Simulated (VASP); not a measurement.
Wanted: the native input for a VASP 6.6.1 run.

```yaml
Task: relaxation of shape and atoms at fixed volume
Functional: PBEsol
Potentials_or_basis: VASP PAW PBE potentials, release 64 (W_sv, Se)
Cutoff: 600 eV
k_mesh: 12 × 12 × 2
Occupations: gaussian, width 0.02 eV
Spin: no spin polarisation
Dipole_correction: no
Further_INCAR_settings: ALGO = Normal; EDIFF = 1e-06; IBRION = 2; EDIFFG = -0.01; NSW = 50; ISIF = 4
```

The structure of WSe2 lies in POSCAR:

```
WSe2
1.0
    3.2361554285      0.0000000000      0.0000000000
   -1.6180777143      2.8025928117      0.0000000000
    0.0000000000      0.0000000000     15.9933134711
W Se
1 2
Direct
    0.0000000000      0.0000000000      0.0000000000
    0.3333333333      0.6666666667      0.1034977084
    0.3333333333      0.6666666667      0.8965022916
```

The input as run:

INCAR

```
SYSTEM = WSe2
PREC = Accurate ; ENCUT = 600
EDIFF = 1E-6 ; ISMEAR = 0
SIGMA = 0.02 ; LREAL = .False.
LASPH = .True. ; NELM = 100
ALGO = Normal ; ISIF = 4
LWAVE = .False. ; LCHARG = .False.
GGA = PS ; IBRION = 2
NSW = 50 ; EDIFFG = -0.01
```

KPOINTS

```
regular mesh
0
Gamma
  12 12 2
  0 0 0
```

Potentials or basis: VASP PAW PBE potentials, release 64 (W_sv, Se).

Command:

```console
$ cat potpaw_PBE.64/W_sv/POTCAR potpaw_PBE.64/Se/POTCAR > POTCAR
$ mpirun -np 1 vasp_std > vasp.out
```

It gave:

The energy gained by relaxing is 11.0 meV/atom, the ionic steps are 8 and the band gap on the k mesh is 1.68 eV.

Caveat: there is no dipole correction, which matters where the two faces differ; the relaxation moved the vacuum too, so the length across it says nothing of the material; spin-orbit coupling is left out, which moves the levels of the heavy elements.

Run time: 5.6 min on 1 thread of Intel(R) Xeon(R) 6975P-C (Granite Rapids) (shared host), peak memory 0.39 GiB.
